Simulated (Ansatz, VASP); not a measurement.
Two plane-wave programs on Ga

Contents of INCAR:

```
SYSTEM = Ga
ALGO = Normal ; EDIFF = 1E-6
ENCUT = 520 ; GGA = RP
ISIF = 2 ; ISMEAR = -1
LASPH = .True. ; LCHARG = .False.
LREAL = .False. ; LWAVE = .False.
NBANDS = 34 ; NELM = 60
PREC = Accurate ; SIGMA = 0.1
```

KPOINTS

```
k-points
0
Gamma
  13 13 4
  0 0 0
```

Contents of POSCAR:

```
Ga
1.0
    3.1481423194      0.0000000000      0.0000000000
   -1.5740711597      2.7263712233      0.0000000000
    0.0000000000      0.0000000000     10.2802144081
Ga
4
Direct
    0.0000000000      0.0000000000      0.0000000000
    0.0000000000      0.0000000000      0.5000000000
    0.3333333333      0.6666666667      0.2500000000
    0.6666666667      0.3333333333      0.7500000000
```

Input for Ansatz:

```yaml
crystal:
  lattice:
    - [3.1481423194, 0.0, 0.0]
    - [-1.5740711597, 2.7263712233, 0.0]
    - [0.0, 0.0, 10.2802144081]
  atoms:
    - { symbol: Ga, position: [0.0, 0.0, 0.0] }
    - { symbol: Ga, position: [0.0, 0.0, 0.5] }
    - { symbol: Ga, position: [0.3333333333, 0.6666666667, 0.25] }
    - { symbol: Ga, position: [0.6666666667, 0.3333333333, 0.75] }
hamiltonian:
  xc: rpbe
  pseudopotentials:
    kind: paw
    azcp:
      Ga: "pseudopotentials/Ga.paw.azcp"
basis:
  ecutwfc: 420
  fft_grid_basis: typed
kpoints:
  mp_grid: { grid: [13, 13, 4], shift: [0, 0, 0] }
magnetization:
  spin_polarized: false
scf:
  occupations: { method: fermi_dirac, width: 0.1 }
  lower_state_search: "off"
output:
  stress: true
```

Alike in both runs: task single point; functional RPBE; k mesh 13 × 13 × 4; occupations fermi-dirac, width 0.1 eV; no spin polarisation.

|  | VASP | Ansatz |
| --- | --- | --- |
| version | VASP 6.6.1 | Ansatz 0.2.0 |
| potentials or method | VASP PAW PBE potentials, release 64 (Ga_d), cutoff 520 eV | plane waves (420 eV) with PAW, scalar-relativistic |
| valence electrons in the cell | 52 | 52 |

```tsv
	VASP	Ansatz	Ansatz less VASP
pressure (GPa)	-3.6	-3.7	-0.02
traceless stress, the component that is largest in VASP (GPa)	0.12	0.12	+0.003
```

VASP's potentials were made for PBE, not for RPBE.
